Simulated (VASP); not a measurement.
# SnO2 (I4_1/amd) in VASP: further runs, part 2 of 2

VASP 6.6.1. The steps go on from the part before.

## (3) Single point, LDA

The input, INCAR:

```
SYSTEM = SnO2
PREC     = Accurate       ! precision mode
ENCUT    = 520            ! plane-wave cutoff, eV
EDIFF    = 1E-6           ! SCF threshold, eV
ISMEAR   = 0              ! smearing method
SIGMA    = 0.01           ! smearing width, eV
LREAL    = .False.        ! projectors in reciprocal space
LASPH    = .True.         ! aspherical terms in the spheres
NELM     = 80             ! most SCF steps
ALGO     = Normal         ! electronic algorithm
ISIF     = 2              ! what is computed and relaxed
LWAVE    = .False.        ! write WAVECAR
LCHARG   = .False.        ! write CHGCAR
GGA      = CA             ! functional
NBANDS   = 35             ! bands
```

The input, KPOINTS:

```
Automatic mesh
0
Gamma
  6 6 6
  0 0 0
```

The input, POSCAR:

```
SnO2
1.0
   -2.0000686100      2.0000686100      5.1236788600
    2.0000686100     -2.0000686100      5.1236788600
    2.0000686100      2.0000686100     -5.1236788600
Sn O
2 4
Direct
    0.7500000000      0.2500000000      0.5000000000
    0.0000000000      0.0000000000      0.0000000000
    0.7965225898      0.7965225898      0.0000000000
    0.9534774092      0.4534774092      0.5000000000
    0.2034774102      0.2034774102      0.0000000000
    0.5465225898      0.0465225898      0.5000000000
```

Potentials or basis: VASP PAW LDA potentials, release 64 (Sn_d, O).

On the command line:

```sh
$ cat potpaw_LDA.64/Sn_d/POTCAR potpaw_LDA.64/O/POTCAR > POTCAR
$ mpirun -np 1 vasp_std > vasp.out
```

OUTCAR:

```text
SYSTEM = SnO2
   PREC = Accurate
   ENCUT = 520
   EDIFF = 1E-6
   ISMEAR = 0
   LREAL = .False.
   LASPH = .True.
   NELM = 80
   ISIF = 2
   GGA = CA

 ion  position               nearest neighbor table
   1  0.750  0.250  0.500-   3 2.06   5 2.06   3 2.06   5 2.06   4 2.09   6 2.09   2 3.25   2 3.25
                             2 3.25   2 3.25
   2  0.000  0.000  0.000-   6 2.06   6 2.06   4 2.06   4 2.06   3 2.09   5 2.09   1 3.25   1 3.25
                             1 3.25   1 3.25
   3  0.797  0.797  0.000-   1 2.06   1 2.06   2 2.09
   4  0.953  0.453  0.500-   2 2.06   2 2.06   1 2.09
   5  0.203  0.203  0.000-   1 2.06   1 2.06   2 2.09
   6  0.547  0.047  0.500-   2 2.06   2 2.06   1 2.09

  LATTYP: Found a body centered tetragonal cell.
 ALAT       =     4.0001372200
 C/A-ratio  =     2.5617515491

  Lattice vectors:

 A1 = (  -2.0000686100,   2.0000686100,   5.1236788600)
 A2 = (   2.0000686100,  -2.0000686100,   5.1236788600)
 A3 = (   2.0000686100,   2.0000686100,  -5.1236788600)

Analysis of symmetry for initial positions (statically):
=====================================================================
 Subroutine PRICEL returns:
 Original cell was already a primitive cell.

 Routine SETGRP: Setting up the symmetry group for a
 body centered tetragonal supercell.

 Subroutine GETGRP returns: Found 16 space group operations
 (whereof  8 operations were pure point group operations)
 out of a pool of 16 trial point group operations.

The static configuration has the point symmetry D_2d.
 The point group associated with its full space group is D_4h.

Analysis of symmetry for dynamics (positions and initial velocities):
=====================================================================
 Subroutine PRICEL returns:
 Original cell was already a primitive cell.

 Routine SETGRP: Setting up the symmetry group for a
 body centered tetragonal supercell.

[... 135 lines left out ...]
  Fermi-wavevector in a.u.,A,eV,Ry     =   1.406583  2.658057 26.918799  1.978476
  Thomas-Fermi vector in A             =   2.528929
   LORBIT       =      0    0 simple, 1 ext, 2 COOP (PROOUT), +10 PAW based schemes
   GGA     = CA    functional components
   LHFCALC =     F    Hartree Fock is set to
   AEXX    =    0.0000 exact exchange contribution
   IVDW    =     0    specifies the selected vdW correction
   LEPSILON=     F    determine dielectric tensor
   LRPA    =     F    only Hartree local field effects (RPA)
 non-spin polarized calculation
 Gauss-broadening in eV      SIGMA  =   0.01
  energy-cutoff  :      520.00
  volume of cell :       81.98
 maximum number of plane-waves:      2244
 NGX is ok and might be reduce to    48
   NGX = 21   NGY = 21   NGZ = 21

 number of electron      52.0000007 magnetization

 Free energy of the ion-electron system (eV)
  ---------------------------------------------------
  ext. energy  EPLUGINS =         0.00000000
  ---------------------------------------------------
  free energy    TOTEN  =       -41.72467031 eV

  energy without entropy =      -41.72467031  energy(sigma->0) =      -41.72467031

 E-fermi :   3.8195     XC(G=0): -10.8688

 val. band max:        3.7385005422   @ k =   0.3333   0.3333   0.1667
 cond. band min:       5.2719534443   @ k =   0.0000   0.0000   0.0000
 fundamental gap:      1.5334529020
 Fermi energy:         3.8195073235

 k-point     1 :       0.0000    0.0000    0.0000
  band No.  band energies     occupation
      1     -16.5463      2.00000
      2     -16.5305      2.00000
      3     -16.3999      2.00000
      4     -15.8541      2.00000
      5     -15.7551      2.00000
      6     -15.7551      2.00000
[... 901 lines left out ...]
     34      15.4690      0.00000
     35      15.4846      0.00000

 [... further k-points ...]

------------------------ aborting loop because EDIFF is reached ----------------------------------------

  FORCE on cell =-STRESS in cart. coord.  units (eV):
  Direction    XX          YY          ZZ          XY          YZ          ZX
  --------------------------------------------------------------------------------------
  -------------------------------------------------------------------------------------
  Total       -1.3975685     -1.3975685     -1.8774822      0.0000000      0.0000000      0.0000000
  in kB      -27.3119058    -27.3119058    -36.6905932      0.0000000      0.0000000      0.0000000
  external PRESSURE =     -30.4381350 kB  Pullay stress =       0.0000000 kB

 VOLUME and BASIS-vectors are now :
 -----------------------------------------------------------------------------
  energy-cutoff  :      520.00
  volume of cell :       81.98
      direct lattice vectors                 reciprocal lattice vectors
    -2.000068610  2.000068610  5.123678860     0.000000000  0.249991424  0.097586132
     2.000068610 -2.000068610  5.123678860     0.249991424  0.000000000  0.097586132
     2.000068610  2.000068610 -5.123678860     0.249991424  0.249991424  0.000000000

 POSITION                                       TOTAL-FORCE (eV/Angst)
 -----------------------------------------------------------------------------------
     -0.00000      2.00007      2.56184         0.000000      0.000000     -0.000000
      0.00000      0.00000      0.00000         0.000000      0.000000      0.000000
      0.00000      0.00000      8.16225        -0.000000      0.000000      0.157951
      0.00000      2.00007      4.64695         0.000000     -0.000000     -0.157951
      0.00000      0.00000      2.08511        -0.000000      0.000000     -0.157951
      0.00000      2.00007      0.47673         0.000000     -0.000000      0.157951
 -----------------------------------------------------------------------------------
    total drift:                                0.000000      0.000000      0.000012

  FREE ENERGIE OF THE ION-ELECTRON SYSTEM (eV)
  ---------------------------------------------------
  free  energy   TOTEN  =       -41.7246703065 eV

  energy  without entropy=      -41.7246703065  energy(sigma->0) =      -41.72467031
```

OSZICAR:

```text
N       E                     dE             d eps       ncg     rms          rms(c)
DAV:   1     0.636467970031E+03    0.63647E+03   -0.25462E+04  2267   0.223E+03
DAV:   2     0.546696805057E+02   -0.58180E+03   -0.54827E+03  2300   0.594E+02
DAV:   3    -0.427601367626E+02   -0.97430E+02   -0.96030E+02  2287   0.209E+02
DAV:   4    -0.479003227920E+02   -0.51402E+01   -0.51045E+01  2645   0.526E+01
DAV:   5    -0.480414677576E+02   -0.14114E+00   -0.14097E+00  2532   0.916E+00    0.158E+01
DAV:   6    -0.417776696531E+02    0.62638E+01   -0.18083E+01  3381   0.673E+01    0.628E+00
DAV:   7    -0.418207024310E+02   -0.43033E-01   -0.21977E+00  2324   0.821E+00    0.322E+00
DAV:   8    -0.417418791265E+02    0.78823E-01   -0.27050E-01  3231   0.461E+00    0.776E-01
DAV:   9    -0.417244437299E+02    0.17435E-01   -0.47484E-02  3407   0.340E+00    0.143E-01
DAV:  10    -0.417246947476E+02   -0.25102E-03   -0.46447E-03  3049   0.690E-01    0.664E-02
DAV:  11    -0.417246664942E+02    0.28253E-04   -0.42487E-04  3374   0.268E-01    0.210E-02
DAV:  12    -0.417246751661E+02   -0.86718E-05   -0.57563E-05  2380   0.454E-02    0.190E-02
DAV:  13    -0.417246701933E+02    0.49727E-05   -0.21766E-05  2761   0.620E-02    0.235E-03
DAV:  14    -0.417246703065E+02   -0.11319E-06   -0.21161E-06  1663   0.137E-02
   1 F= -.41724670E+02 E0= -.41724670E+02  d E =-.662547E-32
```

Wall time 93 s (1 thread of Intel Xeon Platinum 8488C (Sapphire Rapids), shared host); peak memory 0.28 GiB.

Results:

| Property | Result |
| --- | --- |
| Free energy | -41.7247 eV |
| Pressure | -3.0 GPa |
| Largest force | 0.158 eV/Å |
| Band gap on the k mesh | 1.53 eV (least direct gap 1.91 eV) |

Forces in eV/Å, atoms in the order of the input:
```
Sn   0.000  0.000  0.000
Sn   0.000  0.000  0.000
O    0.000  0.000  0.158
O    0.000  0.000 -0.158
O    0.000  0.000 -0.158
O    0.000  0.000  0.158
```

Stress tensor (GPa, compression positive):
```
-2.73  0.00  0.00
 0.00 -2.73  0.00
 0.00  0.00 -3.67
```

Caveat: the cell stands under tension; spin-orbit coupling is left out, which moves the levels of the heavy elements. A k mesh can miss the band edges.

## (4) Single point, BLYP

The input, INCAR:

```
SYSTEM = SnO2
PREC = Accurate ; ENCUT = 520
EDIFF = 1E-6 ; ISMEAR = 0
SIGMA = 0.01 ; LREAL = .False.
LASPH = .True. ; NELM = 100
ALGO = Normal ; ISIF = 2
LWAVE = .False. ; LCHARG = .True.
GGA = B5 ; ALDAX = 1.0
AGGAX = 1.0 ; AGGAC = 1.0
ALDAC = 0.0 ; LELF = .True.
LVHAR = .True. ; NBANDS = 35
```

KPOINTS is that of step 3.

POSCAR is that of step 3.

Potentials or basis: VASP PAW PBE potentials, release 64 (Sn_d, O).

On the command line:

```sh
$ cat potpaw_PBE.64/Sn_d/POTCAR potpaw_PBE.64/O/POTCAR > POTCAR
$ mpirun -np 1 vasp_std > vasp.out
```

OUTCAR:

```text
SYSTEM = SnO2
   PREC = Accurate
   ENCUT = 520
   EDIFF = 1E-6
   ISMEAR = 0
   LREAL = .False.
   LASPH = .True.
   NELM = 100
   ISIF = 2
   GGA = B5

 ion  position               nearest neighbor table
   1  0.750  0.250  0.500-   3 2.06   5 2.06   3 2.06   5 2.06   4 2.09   6 2.09   2 3.25   2 3.25
                             2 3.25   2 3.25
   2  0.000  0.000  0.000-   6 2.06   6 2.06   4 2.06   4 2.06   3 2.09   5 2.09   1 3.25   1 3.25
                             1 3.25   1 3.25
   3  0.797  0.797  0.000-   1 2.06   1 2.06   2 2.09
   4  0.953  0.453  0.500-   2 2.06   2 2.06   1 2.09
   5  0.203  0.203  0.000-   1 2.06   1 2.06   2 2.09
   6  0.547  0.047  0.500-   2 2.06   2 2.06   1 2.09

  LATTYP: Found a body centered tetragonal cell.
 ALAT       =     4.0001372200
 C/A-ratio  =     2.5617515491

  Lattice vectors:

 A1 = (  -2.0000686100,   2.0000686100,   5.1236788600)
 A2 = (   2.0000686100,  -2.0000686100,   5.1236788600)
 A3 = (   2.0000686100,   2.0000686100,  -5.1236788600)

Analysis of symmetry for initial positions (statically):
=====================================================================
 Subroutine PRICEL returns:
 Original cell was already a primitive cell.

 Routine SETGRP: Setting up the symmetry group for a
 body centered tetragonal supercell.

 Subroutine GETGRP returns: Found 16 space group operations
 (whereof  8 operations were pure point group operations)
 out of a pool of 16 trial point group operations.

The static configuration has the point symmetry D_2d.
 The point group associated with its full space group is D_4h.

Analysis of symmetry for dynamics (positions and initial velocities):
=====================================================================
 Subroutine PRICEL returns:
 Original cell was already a primitive cell.

 Routine SETGRP: Setting up the symmetry group for a
 body centered tetragonal supercell.

 Subroutine GETGRP returns: Found 16 space group operations
 (whereof  8 operations were pure point group operations)
 out of a pool of 16 trial point group operations.

The dynamic configuration has the point symmetry D_2d.
 The point group associated with its full space group is D_4h.

 Subroutine INISYM returns: Found 16 space group operations
 (whereof  8 operations are pure point group operations),
 and found     1 'primitive' translations

----------------------------------------------------------------------------------------

                                     Primitive cell

  volume of cell :      81.9845

  direct lattice vectors                    reciprocal lattice vectors
    -2.000068610  2.000068610  5.123678860     0.000000000  0.249991424  0.097586132
     2.000068610 -2.000068610  5.123678860     0.249991424  0.000000000  0.097586132
     2.000068610  2.000068610 -5.123678860     0.249991424  0.249991424  0.000000000

  length of vectors
     5.852574985  5.852574985  5.852574985     0.268363122  0.268363122  0.353541262

  position of ions in fractional coordinates (direct lattice)
     0.750000000  0.250000000  0.500000000
     0.000000000  0.000000000  0.000000000
     0.796522590  0.796522590  0.000000000
     0.953477409  0.453477409  0.500000000
     0.203477410  0.203477410  0.000000000
     0.546522590  0.046522590  0.500000000

[... 39 lines left out ...]
  0.333333 -0.000000  0.000000      8.000000
  0.500000 -0.000000  0.000000      4.000000
  0.166667  0.166667  0.000000      8.000000
  0.333333  0.166667  0.000000     16.000000
[... 16 lines left out ...]
 -0.333333 -0.333333  0.166667      8.000000
 -0.166667 -0.333333  0.166667      8.000000
 [... further k-points ...]
   k-points           NKPTS =     30   k-points in BZ     NKDIM =     30   number of bands    NBANDS=     35
   number of dos      NEDOS =    301   number of ions     NIONS =      6
   total plane-waves  NPLWV = 110592
   dimension x,y,z NGX =    48 NGY =   48 NGZ =   48
   dimension x,y,z NGXF=    96 NGYF=   96 NGZF=   96
   ions per type =               2   4
   NGX,Y,Z   is equivalent  to a cutoff of  13.63, 13.63, 13.63 a.u.
   NGXF,Y,Z  is equivalent  to a cutoff of  27.27, 27.27, 27.27 a.u.
 SYSTEM =  SnO2
   PREC   = accura    normal or accurate (medium, high low for compatibility)
   ISTART =      0    job   : 0-new  1-cont  2-samecut
   ICHARG =      2    charge: 1-file 2-atom 10-const
   ISPIN  =      1    spin polarized calculation?
   LNONCOLLINEAR =      F non collinear calculations
   LSORBIT =      F    spin-orbit coupling
   LASPH  =      T    aspherical Exc in radial PAW
   ENCUT  =  520.0 eV  38.22 Ry    6.18 a.u.  10.88 10.88 10.88*2*pi/ulx,y,z
   NELM   =    100;   NELMIN=  2; NELMDL= -5     # of ELM steps
   EDIFF  = 0.1E-05   stopping-criterion for ELM
   LREAL  =      F    real-space projection
   EDIFFG = 0.1E-04   stopping-criterion for IOM
   NSW    =      0    number of steps for IOM
   IBRION =     -1    ionic relax: 0-MD 1-quasi-New 2-CG
   NFREE  =      0    steps in history (QN), initial steepest desc. (CG)
   ISIF   =      2    stress and relaxation
   ISYM   =      2    0-nonsym 1-usesym 2-fastsym
   POTIM  = 0.5000    time-step for ionic-motion
   TEBEG  =    0.0;   TEEND  =   0.0 temperature during run
   PSTRESS=    0.0 pullay stress
   NELECT =      52.0000    total number of electrons
   NUPDOWN=      -1.0000    fix difference up-down
   EMIN   =  10.00;   EMAX   =-10.00  energy-range for DOS
   EFERMI =   0.00;   METHOD = LEGACY
   ISMEAR =     0;   SIGMA  =   0.01  broadening in eV -4-tet -1-fermi 0-gaus
   EFERMI_NEDOS =   21; number of points for ismear=-14 and -15
   IALGO  =     38    algorithm
   IMIX   =      4    mixing-type and parameters
     AMIX     =   0.40;   BMIX     =  1.00
     AMIX_MAG =   1.60;   BMIX_MAG =  1.00
  volume/ion in A,a.u.               =      13.66        92.21
  Fermi-wavevector in a.u.,A,eV,Ry     =   1.406583  2.658057 26.918799  1.978476
  Thomas-Fermi vector in A             =   2.528929
   LORBIT       =      0    0 simple, 1 ext, 2 COOP (PROOUT), +10 PAW based schemes
   GGA     = B5    functional components
   LHFCALC =     F    Hartree Fock is set to
   AEXX    =    0.0000 exact exchange contribution
   IVDW    =     0    specifies the selected vdW correction
   LEPSILON=     F    determine dielectric tensor
   LRPA    =     F    only Hartree local field effects (RPA)
 non-spin polarized calculation
 Gauss-broadening in eV      SIGMA  =   0.01
  energy-cutoff  :      520.00
  volume of cell :       81.98
 maximum number of plane-waves:      2244
 NGX is ok and might be reduce to    48
   NGX = 21   NGY = 21   NGZ = 21

 number of electron      52.0000007 magnetization

 Free energy of the ion-electron system (eV)
  ---------------------------------------------------
  ext. energy  EPLUGINS =         0.00000000
  ---------------------------------------------------
  free energy    TOTEN  =       -34.41911069 eV

  energy without entropy =      -34.41911069  energy(sigma->0) =      -34.41911069

 E-fermi :   4.4082     XC(G=0):  -9.8855

 val. band max:        4.3475203335   @ k =   0.3333   0.3333   0.1667
 cond. band min:       6.0343339872   @ k =   0.0000   0.0000   0.0000
 fundamental gap:      1.6868136537
 Fermi energy:         4.4081568158

 k-point     1 :       0.0000    0.0000    0.0000
  band No.  band energies     occupation
      1     -16.0201      2.00000
      2     -15.9949      2.00000
      3     -15.8705      2.00000
      4     -15.3091      2.00000
      5     -15.2108      2.00000
      6     -15.2108      2.00000
[... 901 lines left out ...]
     34      16.4076      0.00000
     35      16.4733      0.00000

 [... further k-points ...]

------------------------ aborting loop because EDIFF is reached ----------------------------------------

  FORCE on cell =-STRESS in cart. coord.  units (eV):
  Direction    XX          YY          ZZ          XY          YZ          ZX
  --------------------------------------------------------------------------------------
  -------------------------------------------------------------------------------------
  Total        5.6688037      5.6688037      6.1403887      0.0000000      0.0000000      0.0000000
  in kB      110.7822846    110.7822846    119.9982096      0.0000000      0.0000000      0.0000000
  external PRESSURE =     113.8542596 kB  Pullay stress =       0.0000000 kB

 VOLUME and BASIS-vectors are now :
 -----------------------------------------------------------------------------
  energy-cutoff  :      520.00
  volume of cell :       81.98
      direct lattice vectors                 reciprocal lattice vectors
    -2.000068610  2.000068610  5.123678860     0.000000000  0.249991424  0.097586132
     2.000068610 -2.000068610  5.123678860     0.249991424  0.000000000  0.097586132
     2.000068610  2.000068610 -5.123678860     0.249991424  0.249991424  0.000000000

 POSITION                                       TOTAL-FORCE (eV/Angst)
 -----------------------------------------------------------------------------------
     -0.00000      2.00007      2.56184         0.000000      0.000000     -0.000000
      0.00000      0.00000      0.00000         0.000000      0.000000      0.000000
      0.00000      0.00000      8.16225         0.000000      0.000000     -0.185260
      0.00000      2.00007      4.64695         0.000000      0.000000      0.185260
      0.00000      0.00000      2.08511        -0.000000     -0.000000      0.185260
      0.00000      2.00007      0.47673        -0.000000     -0.000000     -0.185260
 -----------------------------------------------------------------------------------
    total drift:                                0.000000      0.000000      0.000012

  FREE ENERGIE OF THE ION-ELECTRON SYSTEM (eV)
  ---------------------------------------------------
  free  energy   TOTEN  =       -34.4191106941 eV

  energy  without entropy=      -34.4191106941  energy(sigma->0) =      -34.41911069
```

Run time: 2.1 min. Hardware: 1 thread of Intel Xeon Platinum 8488C (Sapphire Rapids), shared host; peak memory 0.34 GiB.

Results:

```yaml
Free_energy: -34.4191 eV
Pressure: 11.4 GPa
Largest_force: 0.185 eV/Å
Band_gap_on_the_k_mesh: 1.69 eV (least direct gap 2.06 eV)
```

Forces on the atoms (eV/Å):
```
Sn   0.000  0.000  0.000
Sn   0.000  0.000  0.000
O    0.000  0.000 -0.185
O    0.000  0.000  0.185
O    0.000  0.000  0.185
O    0.000  0.000 -0.185
```

Stress tensor (GPa, compression positive):
```
11.08  0.00  0.00
 0.00 11.08  0.00
 0.00  0.00 12.00
```

Caveat: the cell stands under pressure; the PAW data sets were made with another functional, which shifts forces and pressure a little; spin-orbit coupling is left out, which moves the levels of the heavy elements. A k mesh can miss the band edges.

## (5) The runs side by side

| level | potentials or basis | gap on the mesh (eV) | pressure (GPa) | largest force (eV/Å) |
| --- | --- | --- | --- | --- |
| PBEsol | VASP PAW PBE potentials, release 64 (Sn_d, O) | 1.57 | 1.3 | 0.06 |
| LDA | VASP PAW LDA potentials, release 64 (Sn_d, O) | 1.53 | -3.0 | 0.16 |
| BLYP | VASP PAW PBE potentials, release 64 (Sn_d, O) | 1.69 | 11.4 | 0.19 |

Alike in all rows: task single point; no spin polarisation; cell as given; k mesh 6 × 6 × 6; cutoff (eV) 520; smearing gaussian 0.01 eV.

Caveats: spin-orbit coupling is left out, which moves the levels of the heavy elements; the PAW data sets were made with another functional, which shifts forces and pressure a little (at least some runs); the cell stands under tension (at least some runs); the cell stands under pressure (at least some runs).

Total energies depend on the potentials used, so only differences within one code and one set of settings carry meaning.
